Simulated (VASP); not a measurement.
The system is HfN.

```
Hf N
1.0
     0.00000    2.45482    2.45482
     2.45482    0.00000    2.45482
     2.45482    2.45482    0.00000
Hf N
1 1
Direct
  0.99847 0.99706 0.99660
  0.26378 0.24281 0.23936
```

This cell differs from its parent crystal: atoms moved at random.

Base run:

- Program: VASP 6.6.1
- Functional: PBEsol
- Potentials or basis: VASP PAW PBE potentials, release 64 (Hf_pv, N)
- Cutoff: 520 eV
- k mesh: 9 × 9 × 9
- Occupations: fermi-dirac, width 0.05 eV
- Spin: no spin polarisation

Its results: pressure -5.7 GPa; largest force 0.554 eV/Å.

**Question.** The run is repeated on the same cell with these changes: functional from PBEsol to PBE. What comes out?

**Answer.** Pressure -0.1 GPa; largest force 0.560 eV/Å.

PBE binds less tightly than PBEsol, so the same cell stands under more pressure.

Caveats: the PAW data sets were made with another functional, which shifts forces and pressure a little (some runs).
